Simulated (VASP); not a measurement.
# PbSe: single point with r2SCAN

PbSe:

```xyz
2
Lattice="0.0000 3.0887 3.0269 3.0887 0.0000 3.0269 3.0887 3.0887 0.0000" Properties=species:S:1:pos:R:3 pbc="T T T"
Pb    0.0000    0.0000    0.0000
Se    3.0887    3.0887    3.0269
```

This cell differs from its parent crystal: uniaxial z strain -2.0%.

* Program: VASP 6.6.1
* Task: single point
* Functional: r2SCAN
* Potentials or basis: VASP PAW PBE potentials, release 64 (Pb_d, Se)
* Cutoff: 520 eV
* k mesh: 8 × 8 × 8
* Occupations: gaussian, width 0.01 eV
* Spin: no spin polarisation

* Pressure: 1.2 GPa
* Band gap on the k mesh: 0.59 eV

Stress tensor (GPa, compression positive):
```
0.30 0.00 0.00
0.00 0.30 0.00
0.00 0.00 2.95
```

Levels at points of the mesh, in eV from the valence-band top:
| k point | band 6 | band 7 | band 8 | band 9 | band 10 | band 11 | band 12 | band 13 | band 14 | band 15 |
| --- | --- | --- | --- | --- | --- | --- | --- | --- | --- | --- |
| (0.00, 0.00, 0.00) | -14.10 | -6.37 | -2.13 | -1.94 | -1.94 | 4.86 | 4.86 | 5.35 | 6.93 | 6.93 |
| (0.50, 0.00, 0.00) | -13.01 | -9.04 | -1.61 | -1.57 | 0.00 | 0.59 | 1.87 | 1.99 | 9.07 | 10.55 |
| (0.50, 0.50, 0.00) | -12.56 | -7.61 | -5.13 | -3.38 | -3.38 | 3.99 | 5.89 | 5.89 | 6.62 | 11.78 |
| (0.50, 0.00, 0.50) | -12.66 | -7.51 | -5.09 | -3.45 | -3.23 | 4.07 | 5.75 | 6.25 | 6.35 | 11.70 |

Run time: 3 min on 1 thread of Intel Xeon 8259CL, on a shared host, peak memory 0.22 GiB.

Caveat: the cell differs from its parent crystal (uniaxial z strain -2.0%); the PAW data sets were made with another functional, which shifts forces and pressure a little; spin-orbit coupling is left out, which moves the levels of the heavy elements. A k mesh can miss the band edges.
